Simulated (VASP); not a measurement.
# SnSe2 (rat) in VASP: a series of runs

SnSe2 (rat) is run at these levels: PBE+D3(BJ); tasks: single point.

Everything below comes from runs of VASP 6.6.1. Logs are shortened: lines on timing, memory, paths and dates and some standing lists are left out, and cuts for length are marked.

### Step 1. The cell of the first run

The typed cell holds 3 atoms: a = 3.778 Å, b = 3.778 Å, c = 5.556 Å, α = 90.00°, β = 90.00°, γ = 120.00°.

### Step 2. Single point, PBE+D3(BJ)

The input, INCAR:

```
SYSTEM = SnSe2
ALGO = Normal ; EDIFF = 1E-7
ENCUT = 520 ; GGA = PE
ISIF = 2 ; ISMEAR = 0
IVDW = 12 ; LASPH = .TRUE.
LCHARG = .FALSE. ; LREAL = .FALSE.
LWAVE = .FALSE. ; NBANDS = 20
NELM = 100 ; PREC = Accurate
SIGMA = 0.1
```

The input, KPOINTS:

```
k-points
0
G
  12 12 8
  0 0 0
```

The input, POSCAR:

```
SnSe2
1.0
    3.7776976732     -0.0212423081      0.0256951197
   -1.8703885861      3.2822545566     -0.0260007986
   -0.0378334206      0.0225417144      5.5553880547
Sn Se
1 2
Direct
    0.0018868188     -0.0182376683      0.0034307166
    0.3352271373      0.6484293971      0.2893074370
    0.6685470314      0.3150955593      0.7175539951
```

Potentials or basis: VASP PAW PBE potentials, release 64 (Sn_d, Se).

On the command line:

```
$ cat potpaw_PBE.64/Sn_d/POTCAR potpaw_PBE.64/Se/POTCAR > POTCAR
$ mpirun -np 1 vasp_std > vasp.out
```

OUTCAR:

```text
SYSTEM = SnSe2
   EDIFF = 1E-7
   ENCUT = 520
   GGA = PE
   ISIF = 2
   ISMEAR = 0
   IVDW = 12
   LASPH = .TRUE.
   LREAL = .FALSE.
   NELM = 100
   PREC = Accurate
 IVDW          = 12

 ion  position               nearest neighbor table
   1  0.002  0.982  0.003-   3 2.70   2 2.70   3 2.70   2 2.70   2 2.70   3 2.70
   2  0.335  0.648  0.289-   1 2.70   1 2.70   1 2.70
   3  0.669  0.315  0.718-   1 2.70   1 2.70   1 2.70

  LATTYP: Found a base centered monoclinic cell.
 ALAT       =     3.7778447804
 B/A-ratio  =     1.7320520633
 C/A-ratio  =     1.4705640212
 COS(beta)  =    -0.0000312417

  Lattice vectors:

 A1 = (   1.8703885861,  -3.2822545566,   0.0260007986)
 A2 = (   1.9073090871,   3.2610122485,  -0.0003056789)
 A3 = (  -0.0378334206,   0.0225417144,   5.5553880547)

Analysis of symmetry for initial positions (statically):
=====================================================================
 Subroutine PRICEL returns:
 Original cell was already a primitive cell.

 Routine SETGRP: Setting up the symmetry group for a
 base centered monoclinic supercell.

 Subroutine GETGRP returns: Found  2 space group operations
 (whereof  1 operations were pure point group operations)
 out of a pool of  4 trial point group operations.

The static configuration has the point symmetry C_1 .
 The point group associated with its full space group is S_2 .

Analysis of symmetry for dynamics (positions and initial velocities):
=====================================================================
 Subroutine PRICEL returns:
 Original cell was already a primitive cell.

 Routine SETGRP: Setting up the symmetry group for a
 base centered monoclinic supercell.

 Subroutine GETGRP returns: Found  2 space group operations
 (whereof  1 operations were pure point group operations)
 out of a pool of  4 trial point group operations.

The dynamic configuration has the point symmetry C_1 .
 The point group associated with its full space group is S_2 .

 Subroutine INISYM returns: Found  2 space group operations
 (whereof  1 operations are pure point group operations),
 and found     1 'primitive' translations

----------------------------------------------------------------------------------------

                                     Primitive cell

  volume of cell :      68.6669

  direct lattice vectors                    reciprocal lattice vectors
     3.777697673 -0.021242308  0.025695120     0.265554342  0.151335266  0.001194421
    -1.870388586  3.282254557 -0.026000799     0.001727012  0.305643035 -0.001228425
    -0.037833421  0.022541714  5.555388055    -0.001220175  0.000730531  0.179994153

  length of vectors
     3.777844780  3.777859775  5.555562612     0.305651596  0.305650382  0.179999771

  position of ions in fractional coordinates (direct lattice)
     0.001886819  0.981762332  0.003430717
     0.335227137  0.648429397  0.289307437
     0.668547031  0.315095559  0.717553995

  ion indices of the primitive-cell ions
   primitive index   ion index
                 1           1
                 2           2
                 3           3

----------------------------------------------------------------------------------------

 KPOINTS: k-points

Automatic generation of k-mesh.
 Grid dimensions read from file:
 generate k-points for:   12   12    8

 Generating k-lattice:

  Cartesian coordinates                     Fractional coordinates (reciprocal lattice)
     0.022129528  0.012611272  0.000099535     0.083333333 -0.000000000  0.000000000
     0.000143918  0.025470253 -0.000102369    -0.000000000  0.083333333  0.000000000
    -0.000152522  0.000091316  0.022499269    -0.000000000  0.000000000  0.125000000

  Length of vectors
     0.025470966  0.025470865  0.022499971

  Shift w.r.t. Gamma in fractional coordinates (k-lattice)
     0.000000000  0.000000000  0.000000000

 Subroutine IBZKPT returns following result:
 ===========================================

 Found    580 irreducible k-points:

 Following reciprocal coordinates:
            Coordinates               Weight
  0.000000  0.000000  0.000000      1.000000
  0.083333 -0.000000  0.000000      2.000000
 -0.083333  0.083333 -0.000000      2.000000
  0.166667 -0.000000  0.000000      2.000000
 -0.166667  0.166667 -0.000000      2.000000
  0.250000 -0.000000  0.000000      2.000000
[... 16 lines left out ...]
  0.416667  0.083333  0.000000      2.000000
 -0.416667  0.500000 -0.000000      2.000000
 [... further k-points ...]
   k-points           NKPTS =    580   k-points in BZ     NKDIM =    580   number of bands    NBANDS=     20
   number of dos      NEDOS =    301   number of ions     NIONS =      3
   total plane-waves  NPLWV =  32928
   dimension x,y,z NGX =    28 NGY =   28 NGZ =   42
   dimension x,y,z NGXF=    56 NGYF=   56 NGZF=   84
   ions per type =               1   2
   NGX,Y,Z   is equivalent  to a cutoff of  12.32, 12.32, 12.57 a.u.
   NGXF,Y,Z  is equivalent  to a cutoff of  24.64, 24.64, 25.14 a.u.
 SYSTEM =  SnSe2
   PREC   = accura    normal or accurate (medium, high low for compatibility)
   ISTART =      0    job   : 0-new  1-cont  2-samecut
   ICHARG =      2    charge: 1-file 2-atom 10-const
   ISPIN  =      1    spin polarized calculation?
   LNONCOLLINEAR =      F non collinear calculations
   LSORBIT =      F    spin-orbit coupling
   LASPH  =      T    aspherical Exc in radial PAW
   ENCUT  =  520.0 eV  38.22 Ry    6.18 a.u.   7.02  7.02 10.33*2*pi/ulx,y,z
   NELM   =    100;   NELMIN=  2; NELMDL= -5     # of ELM steps
   EDIFF  = 0.1E-06   stopping-criterion for ELM
   LREAL  =      F    real-space projection
   EDIFFG = 0.1E-05   stopping-criterion for IOM
   NSW    =      0    number of steps for IOM
   IBRION =     -1    ionic relax: 0-MD 1-quasi-New 2-CG
   NFREE  =      0    steps in history (QN), initial steepest desc. (CG)
   ISIF   =      2    stress and relaxation
   ISYM   =      2    0-nonsym 1-usesym 2-fastsym
   POTIM  = 0.5000    time-step for ionic-motion
   TEBEG  =    0.0;   TEEND  =   0.0 temperature during run
   PSTRESS=    0.0 pullay stress
   NELECT =      26.0000    total number of electrons
   NUPDOWN=      -1.0000    fix difference up-down
   EMIN   =  10.00;   EMAX   =-10.00  energy-range for DOS
   EFERMI =   0.00;   METHOD = LEGACY
   ISMEAR =     0;   SIGMA  =   0.10  broadening in eV -4-tet -1-fermi 0-gaus
   EFERMI_NEDOS =   21; number of points for ismear=-14 and -15
   IALGO  =     38    algorithm
   IMIX   =      4    mixing-type and parameters
     AMIX     =   0.40;   BMIX     =  1.00
     AMIX_MAG =   1.60;   BMIX_MAG =  1.00
  volume/ion in A,a.u.               =      22.89       154.46
  Fermi-wavevector in a.u.,A,eV,Ry     =   1.184359  2.238115 19.084993  1.402707
  Thomas-Fermi vector in A             =   2.320575
   LORBIT       =      0    0 simple, 1 ext, 2 COOP (PROOUT), +10 PAW based schemes
   GGA     = PE    functional components
   LHFCALC =     F    Hartree Fock is set to
   AEXX    =    0.0000 exact exchange contribution
   IVDW    =    12    specifies the selected vdW correction
   LEPSILON=     F    determine dielectric tensor
   LRPA    =     F    only Hartree local field effects (RPA)
 non-spin polarized calculation
 Gauss-broadening in eV      SIGMA  =   0.10
  energy-cutoff  :      520.00
  volume of cell :       68.67
 maximum number of plane-waves:      1875
   NGX = 15   NGY = 15   NGZ = 21

 number of electron      25.9999996 magnetization

 Free energy of the ion-electron system (eV)
  ---------------------------------------------------
  ext. energy  EPLUGINS =         0.00000000
  ---------------------------------------------------
  free energy    TOTEN  =       -11.55968585 eV

  energy without entropy =      -11.55768686  energy(sigma->0) =      -11.55868636

 E-fermi :   6.0907     XC(G=0): -10.1565

 val. band max:        6.0869370970   @ k =  -0.3333   0.0000   0.3750
 cond. band min:       6.1437893222   @ k =   0.0833   0.0833  -0.0000
 fundamental gap:      0.0568522253
 Fermi energy:         6.0907026995

 k-point     1 :       0.0000    0.0000    0.0000
  band No.  band energies     occupation
      1     -15.7204      2.00000
      2     -15.7204      2.00000
      3     -15.6815      2.00000
      4     -15.6663      2.00000
      5     -15.6663      2.00000
      6      -8.8075      2.00000
[... 12 lines left out ...]
     19      14.8286      0.00000
     20      14.8288      0.00000

 k-point     2 :       0.0833   -0.0000    0.0000
  band No.  band energies     occupation
      1     -15.7236      2.00000
      2     -15.7175      2.00000
      3     -15.6794      2.00000
      4     -15.6683      2.00000
      5     -15.6661      2.00000
      6      -8.7355      2.00000
[... 12 lines left out ...]
     19      13.8702      0.00000
     20      14.7194      0.00000

 k-point     3 :      -0.0833    0.0833   -0.0000
  band No.  band energies     occupation
      1     -15.7236      2.00000
      2     -15.7175      2.00000
      3     -15.6794      2.00000
      4     -15.6683      2.00000
      5     -15.6661      2.00000
      6      -8.7355      2.00000
[... 12 lines left out ...]
     19      13.8704      0.00000
     20      14.7197      0.00000

 k-point     4 :       0.1667   -0.0000    0.0000
  band No.  band energies     occupation
      1     -15.7334      2.00000
      2     -15.7104      2.00000
      3     -15.6761      2.00000
      4     -15.6703      2.00000
      5     -15.6645      2.00000
      6      -8.5237      2.00000
[... 429 lines left out ...]
 k-point    23 :       0.4167    0.0833    0.0000
  band No.  band energies     occupation
      1     -15.7747      2.00000
      2     -15.7006      2.00000
      3     -15.6900      2.00000
      4     -15.6460      2.00000
      5     -15.6425      2.00000
      6      -7.0949      2.00000
[... 12 lines left out ...]
     19      15.8592      0.00000
     20      17.5461      0.00000

 k-point    24 :      -0.4167    0.5000   -0.0000
  band No.  band energies     occupation
      1     -15.7747      2.00000
      2     -15.7006      2.00000
      3     -15.6900      2.00000
      4     -15.6460      2.00000
      5     -15.6425      2.00000
      6      -7.0949      2.00000
[... 12 lines left out ...]
     19      15.8592      0.00000
     20      17.5458      0.00000

 [... further k-points ...]

------------------------ aborting loop because EDIFF is reached ----------------------------------------

 Edisp (eV)   -1.22799

 E8    (eV) :    -0.5378

  FORCE on cell =-STRESS in cart. coord.  units (eV):
  Direction    XX          YY          ZZ          XY          YZ          ZX
  --------------------------------------------------------------------------------------
  -------------------------------------------------------------------------------------
  Total       2.22277     2.22287     2.23137     0.00003     0.00003     0.00027
  in kB      51.86294    51.86537    52.06358     0.00061     0.00067     0.00625
  external pressure =       51.93 kB  Pullay stress =        0.00 kB

 VOLUME and BASIS-vectors are now :
 -----------------------------------------------------------------------------
  energy-cutoff  :      520.00
  volume of cell :       68.67
      direct lattice vectors                 reciprocal lattice vectors
     3.777697673 -0.021242308  0.025695120     0.265554342  0.151335266  0.001194421
    -1.870388586  3.282254557 -0.026000799     0.001727012  0.305643035 -0.001228425
    -0.037833421  0.022541714  5.555388055    -0.001220175  0.000730531  0.179994153

 POSITION                                       TOTAL-FORCE (eV/Angst)
 -----------------------------------------------------------------------------------
     -1.82928      3.22243     -0.00642         0.000000      0.000000      0.000000
      0.04263      2.12771      1.59897        -0.000122      0.000077      0.017879
      1.90907      1.03620      3.99528         0.000122     -0.000077     -0.017879
 -----------------------------------------------------------------------------------
    total drift:                               -0.000545     -0.000313     -0.000085

  FREE ENERGIE OF THE ION-ELECTRON SYSTEM (eV)
  ---------------------------------------------------
  free  energy   TOTEN  =       -12.7876783517 eV

  energy  without entropy=      -12.7856793624  energy(sigma->0) =      -12.78667886
```

Run time: 5.9 min. Hardware: 1 thread of AMD EPYC 9R45 (Zen 5), shared host; peak memory 0.76 GiB.

What came out:

| Property | Result |
| --- | --- |
| Free energy | -12.7877 eV |
| Pressure | 5.2 GPa |
| Largest force | 0.018 eV/Å |
| Band gap on the k mesh | zero (band 13 reaches 6.14 eV, above the bottom of band 14 at 5.94 eV) |
| Dispersion energy per atom | -0.409 eV |

Forces on the atoms (eV/Å):
```
Sn   0.000  0.000  0.000
Se   0.000  0.000  0.018
Se   0.000  0.000 -0.018
```

Levels at points of the mesh, in eV from the Fermi level:
```csv
k point,band 9,band 10,band 11,band 12,band 13,band 14,band 15,band 16,band 17,band 18
"(0.00, 0.00, 0.00)",-1.23,-1.23,-1.12,-1.12,-0.19,0.49,2.69,4.32,4.32,7.87
"(0.50, 0.00, 0.00)",-4.79,-4.26,-3.43,-2.77,-0.59,1.20,3.11,4.09,4.18,7.14
"(0.50, 0.50, 0.00)",-4.79,-4.26,-3.43,-2.77,-0.59,1.20,3.11,4.09,4.18,7.14
"(0.00, 0.50, 0.00)",-4.79,-4.26,-3.43,-2.77,-0.59,1.20,3.11,4.09,4.18,7.14
"(0.00, 0.00, 0.50)",-3.31,-1.51,-1.51,-0.63,-0.63,2.46,2.61,3.56,3.56,6.29
"(0.50, 0.00, 0.50)",-6.08,-2.78,-2.35,-1.88,-1.79,0.64,3.40,4.25,5.53,6.00
"(0.50, 0.50, 0.50)",-6.08,-2.78,-2.35,-1.88,-1.79,0.64,3.40,4.25,5.53,6.00
"(0.00, 0.50, 0.50)",-6.08,-2.78,-2.35,-1.88,-1.79,0.64,3.40,4.25,5.53,6.00
```

Caveat: spin-orbit coupling is left out, which moves the levels of the heavy elements; pairwise dispersion overbinds metals, which lowers pressure and volume.

### Step 3. Single point, PBE+D3(BJ)

This run uses another cell than the first one, of 25.85 Å³/atom, 1.129 times its volume.

The input, INCAR:

```
ALGO     = Normal         # electronic algorithm
EDIFF    = 1E-6           # SCF threshold, eV
ENCUT    = 520            # plane-wave cutoff, eV
GGA      = PE             # functional
ISIF     = 2              # what is computed and relaxed
ISMEAR   = 0              # smearing method
IVDW     = 12             # dispersion correction
LASPH    = True           # aspherical terms in the spheres
LCHARG   = False          # write CHGCAR
LREAL    = False          # projectors in reciprocal space
LWAVE    = False          # write WAVECAR
NBANDS   = 20             # bands
NELM     = 100            # most SCF steps
PREC     = Accurate       # precision mode
SIGMA    = 0.1            # smearing width, eV
```

The input, KPOINTS:

```
k-points
0
Gamma
  6 6 4
```

The input, POSCAR:

```
SnSe2
1.0
    3.8338849984     -0.0238350982     -0.0065377042
   -1.9002654834      3.3037144961     -0.0047428939
   -0.0891708931      0.0340290479      6.1436013323
Sn Se
1 2
Direct
    0.0223802147     -0.0084705033      0.0003209273
    0.3325781199      0.6523244492      0.2490201979
    0.6507026530      0.3014333422      0.7609510235
```

Potentials or basis: VASP PAW PBE potentials, release 64 (Sn_d, Se).

On the command line:

```
$ cat potpaw_PBE.64/Sn_d/POTCAR potpaw_PBE.64/Se/POTCAR > POTCAR
$ mpirun -np 1 vasp_std > vasp.out
```

Run time: 54 s. Hardware: 1 thread of AMD EPYC 9R45 (Zen 5), shared host; peak memory 0.24 GiB.

The run converged. Its results:

```yaml
Free_energy: -12.7179 eV
Pressure: 4.6 GPa
Largest_force: 1.517 eV/Å
Band_gap_on_the_k_mesh: 0.71 eV, indirect (least direct gap 1.03 eV)
Dispersion_energy_per_atom: -0.359 eV
```

Forces in eV/Å, atoms in the order of the input:
```
Sn  -0.706 -0.319  0.499
Se   0.316 -0.043  0.922
Se   0.390  0.362 -1.421
```

Stress tensor (GPa, compression positive):
```
 3.87  0.24 -0.13
 0.24  3.70 -1.13
-0.13 -1.13  6.16
```

Levels at points of the mesh, in eV from the valence-band top:
```
           k point  band 10  band 11  band 12  band 13  band 14  band 15  band 16  band 17
(0.00, 0.00, 0.00)    -0.76    -0.50    -0.35     0.00     1.03     2.82     4.48     4.67
(0.50, 0.00, 0.00)    -2.93    -2.79    -1.06    -0.37     1.09     3.77     5.45     5.60
(0.00, 0.50, 0.00)    -2.91    -2.78    -1.23    -0.43     0.98     3.71     5.44     5.74
(0.50, 0.50, 0.00)    -2.95    -2.76    -1.10    -0.34     1.10     3.83     5.40     5.73
(0.00, 0.00, 0.50)    -1.10    -0.83    -0.35    -0.26     2.25     2.84     4.25     4.42
(0.50, 0.00, 0.50)    -2.66    -2.03    -0.93    -0.70     0.94     4.31     4.93     5.86
(0.00, 0.50, 0.50)    -2.77    -1.96    -0.84    -0.76     0.76     4.12     4.86     5.79
(0.50, 0.50, 0.50)    -2.63    -2.10    -0.85    -0.64     0.96     4.28     5.02     5.69
```

Caveat: spin-orbit coupling is left out, which moves the levels of the heavy elements; forces of over 1 eV/Å act on the atoms, so gaps and moduli don't describe the material at rest. A k mesh can miss the band edges.
